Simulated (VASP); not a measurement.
**B2P3: single point with PBE**

B2P3:

```
B P
1.0
     4.87713    0.00000    0.00000
    -2.43856    4.22372    0.00000
     0.00000    0.00000    4.04003
B P
2 3
Direct
  0.33333 0.66667 0.00000
  0.66667 0.33333 0.00000
  0.50000 0.00000 0.50000
  0.00000 0.50000 0.50000
  0.50000 0.50000 0.50000
```

* Program: VASP 6.6.1
* Task: single point
* Functional: PBE
* Potentials or basis: VASP PAW PBE potentials, release 64 (B, P)
* Cutoff: 520 eV
* k mesh: 6 × 6 × 4
* Occupations: gaussian, width 0.1 eV
* Spin: no spin polarisation
* Dipole correction: no
* Further INCAR settings: ALGO = Normal; EDIFF = 1e-07; NBANDS = 18

```json
{"Pressure": "-8.5 GPa"}
```

Stress tensor (GPa, compression positive):
```
 -4.12   0.00   0.00
  0.00  -4.12   0.00
  0.00   0.00 -17.17
```

Levels at points of the mesh, in eV from the Fermi level:
| k point | band 6 | band 7 | band 8 | band 9 | band 10 | band 11 | band 12 | band 13 | band 14 | band 15 |
| --- | --- | --- | --- | --- | --- | --- | --- | --- | --- | --- |
| (0.00, 0.00, 0.00) | -4.58 | -4.57 | -4.57 | -0.86 | -0.14 | 0.49 | 0.49 | 1.33 | 1.33 | 2.26 |
| (0.50, 0.00, 0.00) | -3.84 | -3.64 | -2.55 | -1.60 | -1.17 | -0.06 | -0.03 | 0.22 | 1.07 | 2.74 |
| (0.00, 0.00, 0.50) | -4.38 | -4.06 | -4.06 | -3.57 | -3.57 | 1.19 | 1.19 | 1.91 | 4.12 | 4.36 |
| (0.50, 0.00, 0.50) | -5.74 | -3.98 | -1.20 | -0.84 | -0.49 | 0.53 | 0.56 | 1.97 | 3.05 | 3.71 |

Run time: 34 s on 1 thread of Intel(R) Xeon(R) Platinum 8375C CPU @ 2.90GHz (Ice Lake), on a shared host, peak memory 0.19 GiB.

Caveat: the k points lie up to 0.39 Å⁻¹ apart.
